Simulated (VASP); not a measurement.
# LaYN2 (P6mm) in VASP: notebook

The runs below take LaYN2 through single point, relaxation of cell and atoms, with PBE.

All numbers are computed with VASP 6.6.1; they aren't measurements. Logs are shortened: lines on timing, memory, paths and dates and some standing lists are left out, and cuts for length are marked.

**1. The cell of the first run**

Symmetry: P6mm, No. 183, hexagonal system. The conventional cell has a = 3.703 Å, b = 3.703 Å, c = 6.607 Å, α = 90.00°, β = 90.00°, γ = 120.00°. La (site symmetry 6mm) has 6 N at 2.64 Å and 1 Y at 2.95 Å within 3.5 Å. Y (site symmetry 6mm) has 6 N at 2.56 Å and 1 La at 2.95 Å within 3.4 Å. N (site symmetry 3m) has 3 N at 2.14 Å and 3 Y at 2.56 Å and 3 La at 2.64 Å within 2.8 Å.

The cell was built from a structure type or drawn by symmetry, and may not be a known phase.

**2. Single point, PBE**

The input, INCAR:

```
SYSTEM = LaYN2
PREC = Accurate
ENCUT = 520
EDIFF = 1E-7
ISMEAR = 0
SIGMA = 0.1
LREAL = .False.
LASPH = .True.
NELM = 100
ALGO = Normal
ISIF = 2
LWAVE = .False.
LCHARG = .False.
GGA = PE
NBANDS = 24
```

The input, KPOINTS:

```
Automatic mesh
0
Gamma
  6 6 4
  0 0 0
```

The input, POSCAR:

```
LaYN2
1.0
    3.7025938339      0.0000000000      0.0000000000
   -1.8512969169      3.2065403200      0.0000000000
    0.0000000000      0.0000000000      6.6066813338
La Y N
1 1 2
Direct
    0.0000000000      0.0000000000      0.7111607487
    0.0000000000      0.0000000000      0.1581018422
    0.3333333333      0.6666666667      0.9451768545
    0.6666666667      0.3333333333      0.9451768545
```

Potentials or basis: VASP PAW PBE potentials, release 64 (La, Y_sv, N).

Started as:

```bash
$ cat potpaw_PBE.64/La/POTCAR potpaw_PBE.64/Y_sv/POTCAR potpaw_PBE.64/N/POTCAR > POTCAR
$ mpirun -np 1 vasp_std > vasp.out
```

OUTCAR:

```text
SYSTEM = LaYN2
   PREC = Accurate
   ENCUT = 520
   EDIFF = 1E-7
   ISMEAR = 0
   LREAL = .False.
   LASPH = .True.
   NELM = 100
   ISIF = 2
   GGA = PE

 ion  position               nearest neighbor table
   1  0.000  0.000  0.711-   3 2.64   4 2.64   3 2.64   4 2.64   4 2.64   3 2.64   2 2.95   2 3.65

   2  0.000  0.000  0.158-   3 2.56   4 2.56   3 2.56   4 2.56   4 2.56   3 2.56   1 2.95   1 3.65

   3  0.333  0.667  0.945-   2 2.56   2 2.56   2 2.56   1 2.64   1 2.64   1 2.64
   4  0.667  0.333  0.945-   2 2.56   2 2.56   2 2.56   1 2.64   1 2.64   1 2.64

  LATTYP: Found a hexagonal cell.
 ALAT       =     3.7025938339
 C/A-ratio  =     1.7843386637

  Lattice vectors:

 A1 = (   3.7025938339,   0.0000000000,   0.0000000000)
 A2 = (  -1.8512969169,   3.2065403200,   0.0000000000)
 A3 = (   0.0000000000,   0.0000000000,   6.6066813338)

Analysis of symmetry for initial positions (statically):
=====================================================================
 Subroutine PRICEL returns:
 Original cell was already a primitive cell.

 Routine SETGRP: Setting up the symmetry group for a
 hexagonal supercell.

 Subroutine GETGRP returns: Found 12 space group operations
 (whereof 12 operations were pure point group operations)
 out of a pool of 24 trial point group operations.

The static configuration has the point symmetry C_6v.

Analysis of symmetry for dynamics (positions and initial velocities):
=====================================================================
 Subroutine PRICEL returns:
 Original cell was already a primitive cell.

 Routine SETGRP: Setting up the symmetry group for a
 hexagonal supercell.

 Subroutine GETGRP returns: Found 12 space group operations
 (whereof 12 operations were pure point group operations)
 out of a pool of 24 trial point group operations.

The dynamic configuration has the point symmetry C_6v.

 Subroutine INISYM returns: Found 12 space group operations
 (whereof 12 operations are pure point group operations),
 and found     1 'primitive' translations

----------------------------------------------------------------------------------------

                                     Primitive cell

  volume of cell :      78.4379

  direct lattice vectors                    reciprocal lattice vectors
[... 84 lines left out ...]
   LASPH  =      T    aspherical Exc in radial PAW
   ENCUT  =  520.0 eV  38.22 Ry    6.18 a.u.   6.88  6.88 12.28*2*pi/ulx,y,z
   NELM   =    100;   NELMIN=  2; NELMDL= -5     # of ELM steps
   EDIFF  = 0.1E-06   stopping-criterion for ELM
   LREAL  =      F    real-space projection
   EDIFFG = 0.1E-05   stopping-criterion for IOM
   NSW    =      0    number of steps for IOM
   IBRION =     -1    ionic relax: 0-MD 1-quasi-New 2-CG
   NFREE  =      0    steps in history (QN), initial steepest desc. (CG)
   ISIF   =      2    stress and relaxation
   ISYM   =      2    0-nonsym 1-usesym 2-fastsym
   POTIM  = 0.5000    time-step for ionic-motion
   TEBEG  =    0.0;   TEEND  =   0.0 temperature during run
   PSTRESS=    0.0 pullay stress
   NELECT =      32.0000    total number of electrons
   NUPDOWN=      -1.0000    fix difference up-down
   EMIN   =  10.00;   EMAX   =-10.00  energy-range for DOS
   EFERMI =   0.00;   METHOD = LEGACY
   ISMEAR =     0;   SIGMA  =   0.10  broadening in eV -4-tet -1-fermi 0-gaus
   EFERMI_NEDOS =   21; number of points for ismear=-14 and -15
   IALGO  =     38    algorithm
   IMIX   =      4    mixing-type and parameters
     AMIX     =   0.40;   BMIX     =  1.00
     AMIX_MAG =   1.60;   BMIX_MAG =  1.00
  volume/ion in A,a.u.               =      19.61       132.33
  Fermi-wavevector in a.u.,A,eV,Ry     =   1.214179  2.294466 20.058131  1.474231
  Thomas-Fermi vector in A             =   2.349607
   LORBIT       =      0    0 simple, 1 ext, 2 COOP (PROOUT), +10 PAW based schemes
   GGA     = PE    functional components
   LHFCALC =     F    Hartree Fock is set to
   AEXX    =    0.0000 exact exchange contribution
   IVDW    =     0    specifies the selected vdW correction
   LEPSILON=     F    determine dielectric tensor
   LRPA    =     F    only Hartree local field effects (RPA)
 non-spin polarized calculation
 Gauss-broadening in eV      SIGMA  =   0.10
  energy-cutoff  :      520.00
  volume of cell :       78.44
 maximum number of plane-waves:      2124
 NGX is ok and might be reduce to    28
   NGX = 13   NGY = 13   NGZ = 25

 number of electron      32.0000003 magnetization

 Free energy of the ion-electron system (eV)
  ---------------------------------------------------
  ext. energy  EPLUGINS =         0.00000000
  ---------------------------------------------------
  free energy    TOTEN  =       -27.67904256 eV

  energy without entropy =      -27.65359083  energy(sigma->0) =      -27.66631670

 E-fermi :   6.0716     XC(G=0): -10.1218

 val. band max:        6.0286266649   @ k =   0.3333   0.1667   0.2500
 cond. band min:       6.0720132397   @ k =   0.3333   0.1667   0.0000
 fundamental gap:      0.0433865747
 Fermi energy:         6.0716111407

 k-point     1 :       0.0000    0.0000    0.0000
  band No.  band energies     occupation
      1     -36.5295      2.00000
      2     -26.4768      2.00000
      3     -16.8426      2.00000
      4     -16.3436      2.00000
      5     -16.3436      2.00000
      6     -11.3182      2.00000
[... 556 lines left out ...]
     23       8.8714      0.00000
     24       8.8972      0.00000

------------------------ aborting loop because EDIFF is reached ----------------------------------------

  FORCE on cell =-STRESS in cart. coord.  units (eV):
  Direction    XX          YY          ZZ          XY          YZ          ZX
  --------------------------------------------------------------------------------------
  -------------------------------------------------------------------------------------
  Total       -0.0676135     -0.0676135      0.0737524     -0.0000000      0.0000000      0.0000000
  in kB       -1.3810773     -1.3810773      1.5064700     -0.0000000      0.0000000      0.0000000
  external PRESSURE =      -0.4185616 kB  Pullay stress =       0.0000000 kB

 VOLUME and BASIS-vectors are now :
 -----------------------------------------------------------------------------
  energy-cutoff  :      520.00
  volume of cell :       78.44
      direct lattice vectors                 reciprocal lattice vectors
     3.702593834  0.000000000  0.000000000     0.270080934  0.155931300  0.000000000
    -1.851296917  3.206540320  0.000000000     0.000000000  0.311862600  0.000000000
     0.000000000  0.000000000  6.606681334     0.000000000  0.000000000  0.151361924

 POSITION                                       TOTAL-FORCE (eV/Angst)
 -----------------------------------------------------------------------------------
      0.00000      0.00000      4.69841         0.000000     -0.000000     -0.026198
      0.00000      0.00000      1.04453         0.000000     -0.000000     -0.025443
     -0.00000      2.13769      6.24448        -0.000000      0.000000      0.025820
      1.85130      1.06885      6.24448         0.000000     -0.000000      0.025820
 -----------------------------------------------------------------------------------
    total drift:                                0.000000      0.000000     -0.001521

  FREE ENERGIE OF THE ION-ELECTRON SYSTEM (eV)
  ---------------------------------------------------
  free  energy   TOTEN  =       -27.6790425631 eV

  energy  without entropy=      -27.6535908322  energy(sigma->0) =      -27.66631670
```

Wall time 77 s (1 thread of Intel Xeon 8259CL, shared host); peak memory 0.23 GiB.

What came out:

* Free energy: -27.6790 eV
* Pressure: 0.0 GPa
* Largest force: 0.026 eV/Å
* Band gap on the k mesh: zero (bands 16 and 17 overlap by 1.41 eV)

Forces in eV/Å, atoms in the order of the input:
```
La   0.000  0.000 -0.026
Y    0.000  0.000 -0.025
N    0.000  0.000  0.026
N    0.000  0.000  0.026
```

Stress tensor (GPa, compression positive):
```
-0.14  0.00  0.00
 0.00 -0.14  0.00
 0.00  0.00  0.15
```

Levels at points of the mesh, in eV from the Fermi level:
| k point | band 12 | band 13 | band 14 | band 15 | band 16 | band 17 | band 18 | band 19 | band 20 | band 21 |
| --- | --- | --- | --- | --- | --- | --- | --- | --- | --- | --- |
| (0.00, 0.00, 0.00) | -4.85 | -4.85 | -1.82 | -1.23 | -1.23 | -0.76 | -0.44 | 1.87 | 2.21 | 2.21 |
| (0.50, 0.00, 0.00) | -3.52 | -2.90 | -2.88 | -0.46 | 0.39 | 0.74 | 1.09 | 1.11 | 2.25 | 2.37 |
| (0.00, 0.00, 0.50) | -4.85 | -4.85 | -1.15 | -1.15 | -0.99 | -0.77 | 0.05 | 1.62 | 2.01 | 2.01 |
| (0.50, 0.00, 0.50) | -3.58 | -2.88 | -2.68 | -0.09 | 0.47 | 1.00 | 1.11 | 1.46 | 1.89 | 2.22 |

Caveat: spin-orbit coupling is left out, which moves the levels of the heavy elements.

**3. Single point, PBE**

This run uses another cell than the first one, of 21.14 Å³/atom.

The input, INCAR:

```
ALGO = Normal ; EDIFF = 1E-7
ENCUT = 520 ; GGA = PE
ISIF = 2 ; ISMEAR = 0
LASPH = T ; LCHARG = T
LELF = T ; LREAL = F
LVHAR = T ; LWAVE = F
NBANDS = 24 ; NELM = 60
PREC = Accurate ; SIGMA = 0.1
```

The input, KPOINTS:

```
k-points
0
Gamma
  6 6 4
```

The input, POSCAR:

```
LaYN2
1.0
    4.1572922400      0.0000000000      0.0000000000
   -2.0786461200      3.6003206900      0.0000000000
    0.0000000000      0.0000000000      5.6483761500
La Y N
1 1 2
Direct
    0.0000000000      0.0000000000      0.7649802200
    0.0000000000      0.0000000000      0.2087841800
    0.3333333300      0.6666666700      0.8929259500
    0.6666666700      0.3333333300      0.8929259500
```

Potentials or basis: VASP PAW PBE potentials, release 64 (La, Y_sv, N).

Started as:

```bash
$ cat potpaw_PBE.64/La/POTCAR potpaw_PBE.64/Y_sv/POTCAR potpaw_PBE.64/N/POTCAR > POTCAR
$ mpirun -np 1 vasp_std > vasp.out
```

OUTCAR:

```text
EDIFF = 1E-7
   ENCUT = 520
   GGA = PE
   ISIF = 2
   ISMEAR = 0
   LASPH = T
   LREAL = F
   NELM = 60
   PREC = Accurate

 ion  position               nearest neighbor table
   1  0.000  0.000  0.765-   3 2.51   4 2.51   3 2.51   4 2.51   4 2.51   3 2.51   2 2.51   2 3.14

   2  0.000  0.000  0.209-   1 2.51   3 2.99   4 2.99   3 2.99   4 2.99   4 2.99   3 2.99   1 3.14

   3  0.333  0.667  0.893-   1 2.51   1 2.51   1 2.51   2 2.99   2 2.99   2 2.99
   4  0.667  0.333  0.893-   1 2.51   1 2.51   1 2.51   2 2.99   2 2.99   2 2.99

  LATTYP: Found a hexagonal cell.
 ALAT       =     4.1572922400
 C/A-ratio  =     1.3586670900

  Lattice vectors:

 A1 = (   4.1572922400,   0.0000000000,   0.0000000000)
 A2 = (  -2.0786461200,   3.6003206900,   0.0000000000)
 A3 = (   0.0000000000,   0.0000000000,   5.6483761500)

Analysis of symmetry for initial positions (statically):
[... 170 lines left out ...]
  free energy    TOTEN  =       -24.39930888 eV

  energy without entropy =      -24.36685512  energy(sigma->0) =      -24.38308200

 E-fermi :   4.8283     XC(G=0):  -9.6892

 val. band max:        4.8205979301   @ k =   0.3333  -0.0000   0.5000
 cond. band min:       4.8402714682   @ k =   0.0000   0.0000   0.5000
 fundamental gap:      0.0196735381
 Fermi energy:         4.8282649478

 k-point     1 :       0.0000    0.0000    0.0000
  band No.  band energies     occupation
      1     -38.5274      2.00000
      2     -26.4558      2.00000
      3     -19.0941      2.00000
      4     -18.3647      2.00000
      5     -18.3647      2.00000
      6     -10.6612      2.00000
[... 556 lines left out ...]
     23       8.4266      0.00000
     24       8.4266      0.00000

------------------------ aborting loop because EDIFF is reached ----------------------------------------

  FORCE on cell =-STRESS in cart. coord.  units (eV):
  Direction    XX          YY          ZZ          XY          YZ          ZX
  --------------------------------------------------------------------------------------
  -------------------------------------------------------------------------------------
  Total       -4.7664018     -4.7664018     10.6008179      0.0000000      0.0000000      0.0000000
  in kB      -90.3287255    -90.3287254    200.8975342      0.0000000      0.0000000      0.0000000
  external PRESSURE =       6.7466944 kB  Pullay stress =       0.0000000 kB

 VOLUME and BASIS-vectors are now :
 -----------------------------------------------------------------------------
  energy-cutoff  :      520.00
  volume of cell :       84.54
      direct lattice vectors                 reciprocal lattice vectors
     4.157292240  0.000000000  0.000000000     0.240541185  0.138876518  0.000000000
    -2.078646120  3.600320690  0.000000000     0.000000000  0.277753035  0.000000000
     0.000000000  0.000000000  5.648376150     0.000000000  0.000000000  0.177042034

 POSITION                                       TOTAL-FORCE (eV/Angst)
 -----------------------------------------------------------------------------------
      0.00000      0.00000      4.32090         0.000000      0.000000     -4.438782
      0.00000      0.00000      1.17929         0.000000     -0.000000      0.191960
     -0.00000      2.40021      5.04358         0.000000     -0.000000      2.123411
      2.07865      1.20011      5.04358        -0.000000     -0.000000      2.123411
 -----------------------------------------------------------------------------------
    total drift:                               -0.000000     -0.000000      0.000725

  FREE ENERGIE OF THE ION-ELECTRON SYSTEM (eV)
  ---------------------------------------------------
  free  energy   TOTEN  =       -24.3993088782 eV

  energy  without entropy=      -24.3668551219  energy(sigma->0) =      -24.38308200
```

It took 95 s on 1 thread of Intel Xeon 8259CL, shared host; peak memory 0.24 GiB.

Results:

| Quantity | Value |
| --- | --- |
| Free energy | -24.3993 eV |
| Pressure | 0.7 GPa |
| Largest force | 4.439 eV/Å |
| Band gap on the k mesh | zero (bands 16 and 17 overlap by 1.04 eV) |

Forces in eV/Å, atoms in the order of the input:
```
La   0.000  0.000 -4.439
Y    0.000  0.000  0.192
N    0.000  0.000  2.123
N    0.000  0.000  2.123
```

Levels at points of the mesh, in eV from the Fermi level:
```
           k point  band 14  band 15  band 16  band 17  band 18  band 19
(0.00, 0.00, 0.00)    -1.33    -0.58    -0.58    -0.03     0.03     2.25
(0.50, 0.00, 0.00)    -1.73    -0.46    -0.22     0.05     0.37     1.04
(0.00, 0.00, 0.50)    -0.08     0.01     0.01     0.01     1.92     1.92
(0.50, 0.00, 0.50)    -1.92     0.07     0.22     0.27     1.65     1.67
```

Caveat: spin-orbit coupling is left out, which moves the levels of the heavy elements; forces of over 1 eV/Å act on the atoms, so gaps and moduli don't describe the material at rest.

**4. Relaxation of cell and atoms, PBE**

This run uses another cell than the first one, of 21.14 Å³/atom.

The input, INCAR:

```
SYSTEM = LaYN2
PREC = Accurate
ENCUT = 600
EDIFF = 1E-6
ISMEAR = 0
SIGMA = 0.1
LREAL = .FALSE.
LASPH = .TRUE.
NELM = 60
ALGO = Normal
ISIF = 3
LWAVE = .FALSE.
LCHARG = .FALSE.
GGA = PE
IBRION = 2
NSW = 90
EDIFFG = -0.04
```

The input, KPOINTS:

```
Automatic mesh
0
G
  6 6 4
  0 0 0
```

POSCAR is that of step 3.

Started as:

```bash
$ cat potpaw_PBE.64/La/POTCAR potpaw_PBE.64/Y_sv/POTCAR potpaw_PBE.64/N/POTCAR > POTCAR
$ mpirun -np 1 vasp_std > vasp.out
```

It took 19 min on 1 thread of Intel Xeon 8259CL, shared host; peak memory 0.32 GiB.

It converged, with:

- Free energy: -27.6863 eV
- Relaxed volume: 19.52 Å³/atom
- Relaxed cell: a = 3.696 Å, b = 3.696 Å, c = 6.599 Å, α = 90.00°, β = 90.00°, γ = 120.00°
- Space group after relaxing (to 0.1 Å): P6mm (No. 183)
- Energy gained by relaxing: 820.9 meV/atom
- Ionic steps: 14
- Pressure after relaxing: 0.2 GPa
- Largest force after relaxing: 0.027 eV/Å
- Band gap on the k mesh: zero (bands 16 and 17 overlap by 1.41 eV)

Forces on the atoms (eV/Å):
```
La   0.000  0.000 -0.027
Y    0.000  0.000 -0.018
N    0.000  0.000  0.023
N    0.000  0.000  0.023
```

Stress tensor (GPa, compression positive):
```
0.23 0.00 0.00
0.00 0.23 0.00
0.00 0.00 0.15
```

Step by step:
```
step  energy change (eV)  largest force (eV/Å)  pressure (GPa)  volume (Å³)
   1              0.0000                4.4379            0.62        84.54
   2             -2.0353                2.3873           -4.79        84.62
   3             -2.2579                3.0158           -7.08        84.03
   4             -2.2641                2.8956           -6.54        84.21
   5             -2.8825                1.9611            3.29        73.66
   6             -2.8846                1.7976            4.68        72.70
   7             -3.2047                0.5120            5.41        73.27
   8             -3.2102                0.2126            5.15        73.21
   9             -3.2280                0.8633           -3.61        80.07
  10             -3.2690                0.4362            0.02        76.84
  11             -3.2790                0.1939            0.06        77.38
  12             -3.2802                0.0832            0.09        77.64
  13             -3.2830                0.0288            0.13        77.89
  14             -3.2836                0.0273            0.20        78.09
```

Final structure:
```
La Y N
1.0
     3.69643    0.00000    0.00000
    -1.84821    3.20120    0.00000
     0.00000    0.00000    6.59903
La Y N
1 1 2
Direct
  0.00000 0.00000 0.71066
  0.00000 0.00000 0.15847
  0.33333 0.66667 0.94524
  0.66667 0.33333 0.94524
```

Levels at points of the mesh, in eV from the Fermi level:
```
           k point  band 12  band 13  band 14  band 15  band 16  band 17  band 18  band 19  band 20
(0.00, 0.00, 0.00)    -4.87    -4.87    -1.82    -1.23    -1.23    -0.76    -0.46     1.88     2.21
(0.50, 0.00, 0.00)    -3.54    -2.91    -2.89    -0.46     0.38     0.75     1.10     1.13     2.25
(0.00, 0.00, 0.50)    -4.87    -4.87    -1.15    -1.15    -0.99    -0.77     0.04     1.62     2.01
(0.50, 0.00, 0.50)    -3.60    -2.90    -2.69    -0.10     0.48     0.99     1.13     1.47     1.90
```

Caveat: a cell axis changed by over 15 % at a fixed basis, so the end point is rough; spin-orbit coupling is left out, which moves the levels of the heavy elements.

**5. Overview**

| task | cell | cutoff (eV) | gap on the mesh (eV) | pressure (GPa) | largest force (eV/Å) |
| --- | --- | --- | --- | --- | --- |
| single point | a = 3.703, b = 3.703, c = 6.607 Å, angles 90.0, 90.0, 120.0°, 4 atoms, atomic positions A | 520 | none | 0.0 | 0.03 |
| single point | a = 4.157, b = 4.157, c = 5.648 Å, angles 90.0, 90.0, 120.0°, 4 atoms, atomic positions B | 520 | none | 0.7 | 4.44 |
| relaxation of cell and atoms | relaxed from a = 4.157, b = 4.157, c = 5.648 Å, angles 90.0, 90.0, 120.0°, 4 atoms, atomic positions B | 600 | none | 0.2 | 0.03 |

Alike in all rows: level PBE; potentials or basis VASP PAW PBE potentials, release 64 (La, Y_sv, N); no spin polarisation; k mesh 6 × 6 × 4; smearing gaussian 0.1 eV.

Caveats: spin-orbit coupling is left out, which moves the levels of the heavy elements; forces of over 1 eV/Å act on the atoms, so gaps and moduli don't describe the material at rest (at least some runs); a cell axis changed by over 15 % at a fixed basis, so the end point is rough (at least some runs).

Total energies depend on the potentials used, so only differences within one code and one set of settings carry meaning.
